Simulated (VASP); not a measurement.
Wanted: the native input for a VASP 6.6.1 run.

```
Task                   : single point
Functional             : PBEsol
Dispersion             : D3(BJ)
Potentials or basis    : VASP PAW PBE potentials, release 64 (C)
Cutoff                 : 600 eV
k mesh                 : 18 × 18 × 6
Occupations            : gaussian, width 0.1 eV
Spin                   : no spin polarisation
Dipole correction      : no
Further INCAR settings : ALGO = Normal; EDIFF = 1e-06; NBANDS = 11
```

The structure of C lies in POSCAR:

```
C
1.0
    2.4578694541      0.0000000000      0.0000000000
   -1.2289347271      2.1285773864      0.0000000000
    0.0000000000      0.0000000000      3.5251840334
C
2
Direct
    0.3333333333      0.6666666667      0.0000000000
    0.6666666667      0.3333333333      0.0000000000
```

The input as run:

INCAR

```
SYSTEM = C
ALGO = Normal
EDIFF = 1E-6
ENCUT = 600
GGA = PS
GGA_COMPAT = .FALSE.
ISIF = 2
ISMEAR = 0
IVDW = 12
LASPH = .TRUE.
LCHARG = .FALSE.
LREAL = .FALSE.
LWAVE = .FALSE.
NBANDS = 11
NELM = 120
PREC = Accurate
SIGMA = 0.1
```

KPOINTS

```
k-points
0
G
  18 18 6
  0 0 0
```

Potentials or basis: VASP PAW PBE potentials, release 64 (C).

Launch:

```sh
$ cat potpaw_PBE.64/C/POTCAR > POTCAR
$ mpirun -np 1 vasp_std > vasp.out
```

It gave:

* Pressure: 0.2 GPa
* Band gap on the k mesh: zero (band 4 reaches 4.78 eV, above the bottom of band 5 at 3.76 eV)
* Dispersion energy per atom: -0.105 eV

Caveat: the PAW data sets were made with another functional, which shifts forces and pressure a little.

Run time: 21 s on 1 thread of Intel(R) Xeon(R) Platinum 8259CL CPU @ 2.50GHz (Skylake/Cascade Lake) (shared host), peak memory 0.15 GiB.
